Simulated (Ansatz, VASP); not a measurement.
WSe2 in VASP and in Ansatz

The input POSCAR:

```
WSe2
1.0
    3.3814179488      0.0000000000      0.0000000000
   -1.6907089744      2.9283938445      0.0000000000
    0.0000000000      0.0000000000     14.0034944995
W Se
2 4
Direct
    0.6666666667      0.3333333333      0.7500000000
    0.3333333333      0.6666666667      0.2500000000
    0.3333333333      0.6666666667      0.8670977078
    0.6666666667      0.3333333333      0.3670977078
    0.3333333333      0.6666666667      0.6329022922
    0.6666666667      0.3333333333      0.1329022922
```

INCAR.step1

```
SYSTEM = WSe2
PREC = Accurate
ENCUT = 520
ISMEAR = 0
SIGMA = 0.02
LREAL = .FALSE.
LASPH = .TRUE.
NELM = 60
NBANDS = 35
GGA = PE
ALGO = Normal
EDIFF = 1E-4
LWAVE = .TRUE.
LCHARG = .FALSE.
```

INCAR.step2

```
SYSTEM = WSe2
PREC = Accurate
ENCUT = 520
EDIFF = 1E-7
ISMEAR = 0
SIGMA = 0.02
LREAL = .FALSE.
LASPH = .TRUE.
NELM = 60
ALGO = Normal
ISIF = 2
LWAVE = .FALSE.
LCHARG = .TRUE.
METAGGA = R2SCAN
LMIXTAU = .TRUE.
LELF = .TRUE.
LVHAR = .TRUE.
NBANDS = 35
ISTART = 1
```

File KPOINTS:

```
Automatic mesh
0
G
  12 12 2
  0 0 0
```

Input for Ansatz:

```yaml
crystal:
  lattice:
    - [3.3814179488, 0.0, 0.0]
    - [-1.6907089744, 2.9283938445, 0.0]
    - [0.0, 0.0, 14.0034944995]
  atoms:
    - { symbol: W, position: [0.6666666667, 0.3333333333, 0.75] }
    - { symbol: W, position: [0.3333333333, 0.6666666667, 0.25] }
    - { symbol: Se, position: [0.3333333333, 0.6666666667, 0.8670977078] }
    - { symbol: Se, position: [0.6666666667, 0.3333333333, 0.3670977078] }
    - { symbol: Se, position: [0.3333333333, 0.6666666667, 0.6329022922] }
    - { symbol: Se, position: [0.6666666667, 0.3333333333, 0.1329022922] }
basis:
  ecutwfc: 500
kpoints:
  mp_grid: { grid: [12, 12, 2] }
  band_path: { path: [VBM, CBM], npoints: 2 }
hamiltonian:
  xc: r2scan
scf:
  occupations: { method: gaussian, width: 0.02 }
output:
  forces: true
  stress: true
  eigenvalues: true
checkpoint:
  read: start.run
  write: ck
  compress: false
  write_wavefunctions: false
  write_every: 100000
```

Alike in both runs: task single point; functional r2SCAN; k mesh 12 × 12 × 2; occupations gaussian, width 0.02 eV; no spin polarisation.

|  | VASP | Ansatz |
| --- | --- | --- |
| version | VASP 6.6.1 | Ansatz 0.2.0 |
| potentials or method | VASP PAW PBE potentials, release 64 (W_sv, Se), cutoff 520 eV | scalar-relativistic, plane waves, PAW |
| valence electrons in the cell | 52 | 92 |

|  | VASP | Ansatz | Ansatz less VASP |
| --- | --- | --- | --- |
| gap on the k mesh at the Fermi level (eV) | 1.07 | 1.08 | +0.006 |
| least direct gap on the mesh (eV) | 1.37 | 1.37 | +0.001 |
| pressure (GPa) | -2.7 | -2.9 | -0.26 |
| traceless stress, the component that is largest in VASP (GPa) | 2.55 | 2.52 | -0.027 |
| rms of the force components (eV/Å) | 0.019 | 0.000 | -0.0186 |

VASP's potentials were made for PBE, not for r2SCAN. Atom by atom the forces differ by 0.019 eV/Å (rms over components). VASP's potentials hold 52 valence electrons a cell and Ansatz's 92, so a difference there can come from the potentials and not from the codes.

Spin-orbit coupling is off throughout.
